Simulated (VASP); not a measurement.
Input of a VASP 6.6.1 run:

The input INCAR:

```
  ALGO = Normal
  DIPOL = 0.5 0.5 0.292
  EDIFF = 1E-6
  ENCUT = 520
  GGA = PE
  IDIPOL = 3
  ISIF = 2
  ISMEAR = 0
  LASPH = T
  LCHARG = F
  LDIPOL = T
  LREAL = F
  LWAVE = F
  NBANDS = 40
  NELM = 100
  PREC = Accurate
  SIGMA = 0.1
```

File KPOINTS:

```
k-points
0
Gamma
  4 4 1
```

Contents of POSCAR:

```
Na4H
1.0
    7.2665057608      0.0000000000      0.0000000000
   -2.4221685869      6.8509273320      0.0000000000
    0.0000000000      0.0000000000     20.9665385532
Na H
8 2
Direct
    0.2500000000      0.2500000000      0.1907801800
    0.2500000000      0.7500000000      0.1907801800
    0.7500000000      0.2500000000      0.1907801800
    0.7500000000      0.7500000000      0.1907801800
    0.0000000000      0.0000000000      0.3322693699
    0.0000000000      0.5000000000      0.3322693699
    0.5000000000      0.0000000000      0.3322693699
    0.5000000000      0.5000000000      0.3322693699
   -0.0812632673      0.7500000000      0.4147817977
    0.0812632673      0.7500000000      0.4147817977
```

Potentials or basis: VASP PAW PBE potentials, release 64 (Na_pv, H).

Command:

```bash
$ cat potpaw_PBE.64/Na_pv/POTCAR potpaw_PBE.64/H/POTCAR > POTCAR
$ mpirun -np 1 vasp_std > vasp.out
```

(1) Estimate the band gap on the k mesh.

(2) What does it give for the largest force?

Results:

(1) zero (bands 29 and 30 overlap by 0.68 eV).

(2) 2.633 eV/Å.
